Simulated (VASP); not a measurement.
Wanted: the native input for a VASP 6.6.1 run.

| Property | Result |
| --- | --- |
| Task | single point |
| Functional | r2SCAN |
| Potentials or basis | VASP PAW PBE potentials, release 64 (Fe, S) |
| Cutoff | 660 eV |
| k mesh | 6 × 4 × 8 |
| Occupations | fermi-dirac, width 0.02 eV |
| Spin | no spin polarisation |
| Dipole correction | no |
| Further INCAR settings | ALGO = Normal; EDIFF = 1e-06; NBANDS = 29 |

Crystal: FeS2.

```
CELL_PARAMETERS angstrom
4.43081 0.00000 0.00000
0.00000 5.40056 0.00000
0.00000 0.00000 3.37924
ATOMIC_POSITIONS crystal
Fe 0.50000 0.50000 0.50000
Fe 0.00000 0.00000 0.00000
S 0.29905 0.87784 0.50000
S 0.70095 0.12216 0.50000
S 0.20095 0.37784 0.00000
S 0.79905 0.62216 0.00000
```

The input as run:

POSCAR

```
FeS2
1.0
    4.4308097358      0.0000000000      0.0000000000
    0.0000000000      5.4005600319      0.0000000000
    0.0000000000      0.0000000000      3.3792372752
Fe S
2 4
Direct
    0.5000000000      0.5000000000      0.5000000000
    0.0000000000      0.0000000000      0.0000000000
    0.2990462953      0.8778423373      0.5000000000
    0.7009537047      0.1221576627      0.5000000000
    0.2009537047      0.3778423373      0.0000000000
    0.7990462953      0.6221576627      0.0000000000
```

INCAR.step1

```
  PREC = Accurate
  ENCUT = 660
  ISMEAR = -1
  SIGMA = 0.02
  LREAL = False
  LASPH = True
  NELM = 120
  NBANDS = 29
  GGA = PE
  ALGO = Normal
  EDIFF = 1E-5
  LWAVE = True
  LCHARG = False
  GGA_COMPAT = False
```

INCAR.step2

```
  PREC = Accurate
  ENCUT = 660
  EDIFF = 1E-6
  ISMEAR = -1
  SIGMA = 0.02
  LREAL = False
  LASPH = True
  NELM = 120
  ALGO = Normal
  ISIF = 2
  LWAVE = False
  LCHARG = False
  METAGGA = R2SCAN
  LMIXTAU = True
  NBANDS = 29
  ISTART = 1
  GGA_COMPAT = False
```

KPOINTS

```
regular mesh
0
Gamma
  6 4 8
```

Potentials or basis: VASP PAW PBE potentials, release 64 (Fe, S).

Run with:

```bash
$ cat potpaw_PBE.64/Fe/POTCAR potpaw_PBE.64/S/POTCAR > POTCAR
$ cp INCAR.step1 INCAR
$ mpirun -np 1 vasp_std > vasp.out
$ cp INCAR.step2 INCAR
$ mpirun -np 1 vasp_std > vasp.out
```

Results of the run:

The pressure is 0.0 GPa, the largest force is 0.070 eV/Å and the band gap on the k mesh is 1.41 eV (least direct gap 1.70 eV).

Caveat: the PAW data sets were made with another functional, which shifts forces and pressure a little.

Run time: 10 min on 1 thread of Intel(R) Xeon(R) Platinum 8259CL CPU @ 2.50GHz (Skylake/Cascade Lake) (shared host), peak memory 0.34 GiB.
